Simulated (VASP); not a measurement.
Wanted: the native input for a VASP 6.6.1 run.

```
Task                   : single point
Functional             : LDA
Potentials or basis    : VASP PAW LDA potentials, release 64 (Mg, Co, O)
Cutoff                 : 520 eV
k mesh                 : 2 × 2 × 2
Occupations            : gaussian, width 0.01 eV
Spin                   : collinear spin, ferromagnetic start
Starting moments       : [0.0, 0.0, 0.0, 0.0, 0.0, 0.0, 0.0, 3.0, 0.0, 0.0, 0.0, 0.0, 0.0, 0.0, 0.0, 0.0] μB
Hubbard terms          : Co d U = 3.2 eV
Dipole correction      : no
Further INCAR settings : LREAL = Auto; ALGO = Normal; EDIFF = 1e-07; NBANDS = 54; ISYM = 0
```

The structure of Mg7CoO8 (a cell with a defect) lies in POSCAR:

```
Mg7CoO8
1.0
    0.0000000000      4.3481000000      4.3481000000
    4.3481000000      0.0000000000      4.3481000000
    4.3481000000      4.3481000000      0.0000000000
Mg Co O
7 1 8
Direct
    0.9878010300      0.0057530400      0.9997875400
    0.0118038800      0.9804527600      0.5056642300
    0.9940867800      0.4995929100      0.5018981300
    0.4854816700      0.0118115900      0.0032462600
    0.5000057000      0.0016869000      0.4901239900
    0.4926855500      0.5014766500      0.9922720000
    0.5042112800      0.4837419100      0.5051861700
    0.9925552600      0.4956245300      0.0071453000
    0.2465326700      0.2464134700      0.2544617500
    0.2505876800      0.2420425700      0.7473136800
    0.2398825400      0.7674873200      0.2447471300
    0.2519085200      0.7454308000      0.7508721200
    0.7450322800      0.2540688200      0.2419650800
    0.7568658400      0.2451120500      0.7499844900
    0.7513899700      0.7565027500      0.2479999100
    0.7497856600      0.7444421100      0.7378618100
```

These files were run (other wordings do the same):

INCAR

```
SYSTEM = Mg7CoO8
ALGO = Normal ; EDIFF = 1E-7
ENCUT = 520 ; GGA = CA
ISIF = 2 ; ISMEAR = 0
ISPIN = 2 ; ISYM = 0
LASPH = .TRUE. ; LCHARG = .FALSE.
LDAU = .TRUE. ; LDAUJ = 0 0 0
LDAUL = -1 2 -1 ; LDAUPRINT = 1
LDAUTYPE = 2 ; LDAUU = 0 3.2 0
LMAXMIX = 4 ; LORBIT = 11
LREAL = Auto ; LWAVE = .FALSE.
MAGMOM = 0 0 0 0 0 0 0 3 0 0 0 0 0 0 0 0 ; NBANDS = 54
NELM = 150 ; PREC = Accurate
SIGMA = 0.01
```

KPOINTS

```
k-points
0
G
  2 2 2
  0 0 0
```

Potentials or basis: VASP PAW LDA potentials, release 64 (Mg, Co, O).

Run with:

```console
$ cat potpaw_LDA.64/Mg/POTCAR potpaw_LDA.64/Co/POTCAR potpaw_LDA.64/O/POTCAR > POTCAR
$ mpirun -np 1 vasp_std > vasp.out
```

Results of the run:

```json
{
 "Pressure": "-19.0 GPa",
 "Largest force": "0.684 eV/Å",
 "Band gap on the k mesh": "2.18 eV",
 "Net moment": "3.00 μB per cell",
 "Site moments": "Mg -0.00, +0.01; Co +2.66; O +0.04, -0.00, +0.05 μB",
 "Valence electrons inside the program's atomic spheres": "Mg 0.38, 0.37, 0.36, 0.35; Co 7.76; O 5.01, 5.00, 5.02"
}
```

Caveat: the k points lie up to 0.63 Å⁻¹ apart.

It took 7.7 min on 1 thread of Intel(R) Xeon(R) 6975P-C (Granite Rapids), with other jobs on the host, peak memory 0.34 GiB.
